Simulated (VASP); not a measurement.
Set up this calculation in VASP 6.6.1, as the native input.

```yaml
Task: single point
Functional: HF
Potentials_or_basis: VASP PAW PBE potentials, release 64 (Ta_pv, O)
Cutoff: 520 eV
k_mesh: 5 × 5 × 4
Occupations: fermi-dirac, width 0.05 eV
Spin: no spin polarisation
Dipole_correction: no
Grid_for_exact_exchange_PRECFOCK: Normal
Further_INCAR_settings: ALGO = Normal; EDIFF = 1e-06; NBANDS = 16
Share_of_exact_exchange: 1
```

The system is TaO.

```
Ta O
1.0
     3.10642    0.00000    0.00000
    -1.55321    2.69023    0.00000
     0.00000    0.00000    3.81831
Ta O
1 1
Direct
  0.00000 0.00000 0.50000
  0.00000 0.00000 0.00000
```

These files were run (other wordings do the same):

POSCAR

```
TaO
1.0
    3.1064171520      0.0000029247      0.0000000000
   -1.5532111088      2.6902347060      0.0000000000
    0.0000000000      0.0000000000      3.8183093871
Ta O
1 1
Direct
    0.0000000000      0.0000000000      0.5000000000
    0.0000000000      0.0000000000      0.0000000000
```

INCAR.step1

```
PREC = Accurate ; ENCUT = 520
EDIFF = 1E-5 ; ISMEAR = -1
SIGMA = 0.05 ; LREAL = False
LASPH = True ; NELM = 100
ALGO = Normal ; ISIF = 2
LWAVE = True ; LCHARG = False
NBANDS = 16 ; GGA = PE
```

INCAR.step2

```
PREC = Accurate ; ENCUT = 520
EDIFF = 1E-6 ; ISMEAR = -1
SIGMA = 0.05 ; LREAL = False
LASPH = True ; NELM = 100
ALGO = Normal ; ISIF = 2
LWAVE = False ; LCHARG = False
GGA = PE ; LHFCALC = True
AEXX = 1.0 ; ALDAC = 0.0
AGGAC = 0.0 ; PRECFOCK = Normal
NBANDS = 16 ; ISTART = 1
```

KPOINTS

```
Automatic mesh
0
Gamma
  5 5 4
```

Potentials or basis: VASP PAW PBE potentials, release 64 (Ta_pv, O).

Launch:

```bash
$ cat potpaw_PBE.64/Ta_pv/POTCAR potpaw_PBE.64/O/POTCAR > POTCAR
$ cp INCAR.step1 INCAR
$ mpirun -np 1 vasp_std > vasp.out
$ cp INCAR.step2 INCAR
$ mpirun -np 1 vasp_std > vasp.out
```

It gave:

The pressure is -2.1 GPa and the band gap on the k mesh is zero (an odd number of electrons rules out a gap without spin polarisation).

Caveat: the k points lie up to 0.47 Å⁻¹ apart, too coarse for converged energies and pressures of a metal; the PAW data sets were made with another functional, which shifts forces and pressure a little; spin-orbit coupling is left out, which moves the levels of the heavy elements; an odd number of electrons without spin polarisation forces a metal; a magnetic or distorted state may lie lower.

Wall time 18 min on 1 thread of AMD EPYC 7R43 64-Core Processor (Zen 3), on a shared host, peak memory 0.13 GiB.
